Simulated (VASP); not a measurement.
# TaVN2 (P4/mmm) in VASP: further runs, part 3 of 3

VASP 6.6.1.

**6. Single point, r2SCAN, collinear spin, ferromagnetic start**

This run uses another cell than the first one, of 9.59 Å³/atom.

File POSCAR:

```
TaVN2
1.0
    3.0086475282      0.0000000000      0.0000000000
    0.0000000000      3.0086475282      0.0000000000
    0.0000000000      0.0000000000      4.2379999906
Ta V N
1 1 2
Direct
    0.0000000000      0.0000000000      0.0000000000
    0.5000000000      0.5000000000      0.5000000000
    0.5000000000      0.5000000000      0.0000000000
    0.0000000000      0.0000000000      0.5000000000
```

File INCAR.step1:

```
ALGO = Normal
EDIFF = 1E-4
ENCUT = 520
GGA = PE
ISMEAR = -1
ISPIN = 2
LASPH = True
LCHARG = False
LMAXMIX = 4
LREAL = False
LWAVE = True
MAGMOM = 0 2 0 0
NBANDS = 29
NELM = 150
PREC = Accurate
SIGMA = 0.05
```

File INCAR.step2:

```
ALGO = Normal
EDIFF = 1E-6
ENCUT = 520
ISIF = 2
ISMEAR = -1
ISPIN = 2
ISTART = 1
LASPH = True
LCHARG = False
LMAXMIX = 4
LMIXTAU = True
LORBIT = 11
LREAL = False
LWAVE = False
MAGMOM = 0 2 0 0
METAGGA = R2SCAN
NBANDS = 29
NELM = 150
PREC = Accurate
SIGMA = 0.05
```

File KPOINTS:

```
k-points
0
Gamma
  9 9 6
```

Potentials or basis: VASP PAW PBE potentials, release 64 (Ta_pv, V_sv, N).

Run with:

```console
cat potpaw_PBE.64/Ta_pv/POTCAR potpaw_PBE.64/V_sv/POTCAR potpaw_PBE.64/N/POTCAR > POTCAR
cp INCAR.step1 INCAR
mpirun -np 1 vasp_std > vasp.out
cp INCAR.step2 INCAR
mpirun -np 1 vasp_std > vasp.out
```

OUTCAR:

```text
EDIFF = 1E-6
   ENCUT = 520
   ISIF = 2
   ISMEAR = -1
   ISPIN = 2
   ISTART = 1
   LASPH = True
   LORBIT = 11
   LREAL = False
   METAGGA = R2SCAN
   NELM = 150
   PREC = Accurate

 ion  position               nearest neighbor table
   1  0.000  0.000  0.000-   4 2.12   4 2.12   3 2.13   3 2.13   3 2.13   3 2.13   2 3.00   2 3.00
                             2 3.00   2 3.00   2 3.00   2 3.00   2 3.00   2 3.00
   2  0.500  0.500  0.500-   3 2.12   3 2.12   4 2.13   4 2.13   4 2.13   4 2.13   1 3.00   1 3.00
                             1 3.00   1 3.00   1 3.00   1 3.00   1 3.00   1 3.00
   3  0.500  0.500  0.000-   2 2.12   2 2.12   1 2.13   1 2.13   1 2.13   1 2.13
   4  0.000  0.000  0.500-   1 2.12   1 2.12   2 2.13   2 2.13   2 2.13   2 2.13

  LATTYP: Found a simple tetragonal cell.
 ALAT       =     3.0086475282
 C/A-ratio  =     1.4086063425

  Lattice vectors:

 A1 = (   3.0086475282,   0.0000000000,   0.0000000000)
 A2 = (   0.0000000000,   3.0086475282,   0.0000000000)
 A3 = (   0.0000000000,   0.0000000000,   4.2379999906)

Analysis of symmetry for initial positions (statically):
=====================================================================
 Subroutine PRICEL returns:
 Original cell was already a primitive cell.

 Routine SETGRP: Setting up the symmetry group for a
 simple tetragonal supercell.

 Subroutine GETGRP returns: Found 16 space group operations
 (whereof 16 operations were pure point group operations)
 out of a pool of 16 trial point group operations.

The static configuration has the point symmetry D_4h.

Analysis of symmetry for dynamics (positions and initial velocities):
=====================================================================
 Subroutine PRICEL returns:
 Original cell was already a primitive cell.

 Routine SETGRP: Setting up the symmetry group for a
 simple tetragonal supercell.

 Subroutine GETGRP returns: Found 16 space group operations
 (whereof 16 operations were pure point group operations)
 out of a pool of 16 trial point group operations.

[... 167 lines left out ...]

 val. band max:       10.7150669707   @ k =   0.2222   0.0000   0.0000
 cond. band min:      10.7386551427   @ k =   0.1111   0.0000   0.0000
 fundamental gap:      0.0235881719
 Fermi energy:        10.7368472115

 spin component 1

 k-point     1 :       0.0000    0.0000    0.0000
  band No.  band energies     occupation
      1     -57.3868      1.00000
      2     -30.2354      1.00000
      3     -30.1563      1.00000
      4     -30.1563      1.00000
      5     -26.5861      1.00000
      6     -26.4322      1.00000
[... 757 lines left out ...]
     28      20.2174      0.00000
     29      23.0187      0.00000

 [... further k-points ...]

 spin component 2

 k-point     1 :       0.0000    0.0000    0.0000
  band No.  band energies     occupation
      1     -55.3281      1.00000
      2     -28.1596      1.00000
      3     -28.1596      1.00000
      4     -28.0210      1.00000
      5     -26.7131      1.00000
      6     -26.4976      1.00000
[... 757 lines left out ...]
     28      20.3931      0.00000
     29      23.3835      0.00000

 [... further k-points ...]

------------------------ aborting loop because EDIFF is reached ----------------------------------------

  FORCE on cell =-STRESS in cart. coord.  units (eV):
  Direction    XX          YY          ZZ          XY          YZ          ZX
  --------------------------------------------------------------------------------------
  -------------------------------------------------------------------------------------
  Total        3.5887643      3.5887643      3.7845219      0.0000000     -0.0000000     -0.0000000
  in kB      149.8828516    149.8828516    158.0585630      0.0000000     -0.0000000     -0.0000000
  external PRESSURE =     152.6080887 kB  Pullay stress =       0.0000000 kB

 VOLUME and BASIS-vectors are now :
 -----------------------------------------------------------------------------
  energy-cutoff  :      520.00
  volume of cell :       38.36
      direct lattice vectors                 reciprocal lattice vectors
     3.008647528  0.000000000  0.000000000     0.332375259  0.000000000  0.000000000
     0.000000000  3.008647528  0.000000000     0.000000000  0.332375259  0.000000000
     0.000000000  0.000000000  4.237999991     0.000000000  0.000000000  0.235960359

 POSITION                                       TOTAL-FORCE (eV/Angst)
 -----------------------------------------------------------------------------------
      0.00000      0.00000      0.00000         0.000000      0.000000      0.000000
      1.50432      1.50432      2.11900         0.000000      0.000000      0.000000
      1.50432      1.50432      0.00000         0.000000      0.000000      0.000000
      0.00000      0.00000      2.11900         0.000000      0.000000      0.000000
 -----------------------------------------------------------------------------------
    total drift:                                0.000000     -0.000000     -0.000000

  FREE ENERGIE OF THE ION-ELECTRON SYSTEM (eV)
  ---------------------------------------------------
  free  energy   TOTEN  =       -85.6395339296 eV

  energy  without entropy=      -85.6268885123  energy(sigma->0) =      -85.63321122

 total charge

# of ion       s       p       d       tot
------------------------------------------
    1        0.322   6.293   2.431   9.045
    2        2.199   6.225   3.202  11.626
    3        1.249   2.611   0.000   3.860
    4        1.246   2.575   0.000   3.821
--------------------------------------------------
tot          5.016  17.703   5.632  28.352

 magnetization (x)

# of ion       s       p       d       tot
------------------------------------------
    1        0.002  -0.004  -0.124  -0.126
    2        0.014   0.011   1.649   1.674
    3        0.001   0.030   0.000   0.032
    4        0.002   0.036   0.000   0.038
--------------------------------------------------
tot          0.019   0.073   1.525   1.617
```

OUTCAR.step1:

```text
EDIFF = 1E-4
   ENCUT = 520
   GGA = PE
   ISMEAR = -1
   ISPIN = 2
[... 1787 lines left out ...]
      0.00000      0.00000      0.00000         0.000000      0.000000      0.000000
      1.50432      1.50432      2.11900         0.000000      0.000000      0.000000
      1.50432      1.50432      0.00000         0.000000      0.000000      0.000000
      0.00000      0.00000      2.11900         0.000000      0.000000      0.000000
 -----------------------------------------------------------------------------------
    total drift:                                0.000000     -0.000000     -0.000000

  FREE ENERGIE OF THE ION-ELECTRON SYSTEM (eV)
  ---------------------------------------------------
  free  energy   TOTEN  =       -41.1946848826 eV

  energy  without entropy=      -41.1712979004  energy(sigma->0) =      -41.18299139
```

OSZICAR.step1:

```text
N       E                     dE             d eps       ncg     rms          rms(c)
DAV:   1     0.361806080234E+03    0.36181E+03   -0.18446E+04  6960   0.129E+03
DAV:   2    -0.286978012656E+02   -0.39050E+03   -0.37228E+03  7448   0.416E+02
DAV:   3    -0.487752230468E+02   -0.20077E+02   -0.19630E+02  8127   0.993E+01
DAV:   4    -0.490223987174E+02   -0.24718E+00   -0.24605E+00  7627   0.113E+01
DAV:   5    -0.490243353364E+02   -0.19366E-02   -0.19362E-02  7963   0.999E-01    0.405E+01
DAV:   6    -0.460001306510E+02    0.30242E+01   -0.47762E+01  8011   0.541E+01    0.240E+01
DAV:   7    -0.427942114607E+02    0.32059E+01   -0.42376E+01  7707   0.513E+01    0.181E+01
DAV:   8    -0.413298858568E+02    0.14643E+01   -0.67750E+00  7600   0.174E+01    0.854E+00
DAV:   9    -0.412044521873E+02    0.12543E+00   -0.34866E-01  8235   0.603E+00    0.167E+00
DAV:  10    -0.411909832865E+02    0.13469E-01   -0.57000E-02  7518   0.201E+00    0.729E-01
DAV:  11    -0.411914653279E+02   -0.48204E-03   -0.98165E-03  7852   0.587E-01    0.447E-01
DAV:  12    -0.411926244280E+02   -0.11591E-02   -0.17555E-03  7159   0.247E-01    0.332E-01
DAV:  13    -0.411947538085E+02   -0.21294E-02   -0.33231E-03  8509   0.262E-01    0.312E-01
DAV:  14    -0.411946848826E+02    0.68926E-04   -0.86734E-05  5507   0.690E-02
   1 F= -.41194685E+02 E0= -.41182991E+02  d E =-.233870E-01  mag=     0.4684
```

Wall time 9.2 min (1 thread of Intel Xeon 8259CL, shared host); peak memory 0.25 GiB.

What came out:

```yaml
Free_energy: -85.6395 eV
Pressure: 15.3 GPa
Net_moment: 1.71 μB per cell
Site_moments: Ta -0.13; V +1.67; N +0.03, +0.04 μB
Valence_electrons_inside_the_program's_atomic_spheres: Ta 9.04; V 11.63; N 3.86, 3.82
```

Caveat: the cell stands under pressure; the PAW data sets were made with another functional, which shifts forces and pressure a little; spin-orbit coupling is left out, which moves the levels of the heavy elements.

**7. The runs side by side**

```csv
cell,gap on the mesh (eV),pressure (GPa),moment (μB)
"a = 3.050, b = 3.050, c = 4.296 Å, 4 atoms",none,2.5,1.95
"a = 3.070, b = 3.070, c = 4.325 Å, 4 atoms",none,-2.8,2.07
"a = 3.090, b = 3.090, c = 4.353 Å, 4 atoms",none,-8.1,2.13
"a = 2.988, b = 2.988, c = 4.208 Å, 4 atoms",none,16.3,0.00
"a = 3.009, b = 3.009, c = 4.238 Å, 4 atoms",none,15.3,1.71
```

Alike in all rows: task single point; level r2SCAN; potentials or basis VASP PAW PBE potentials, release 64 (Ta_pv, V_sv, N); spin collinear, ferromagnetic start; k mesh 9 × 9 × 6; cutoff (eV) 520; smearing fermi-dirac 0.05 eV.

Caveats: the PAW data sets were made with another functional, which shifts forces and pressure a little; spin-orbit coupling is left out, which moves the levels of the heavy elements; the cell stands under pressure (at least some runs); the stress differs along the axes, from -11 to -6 GPa (at least some runs); the moments typed at the start vanished in this run (at least some runs).

Total energies depend on the potentials used, so only differences within one code and one set of settings carry meaning.

The gap in the log of VASP goes by the Fermi energy; the results here count the filled bands.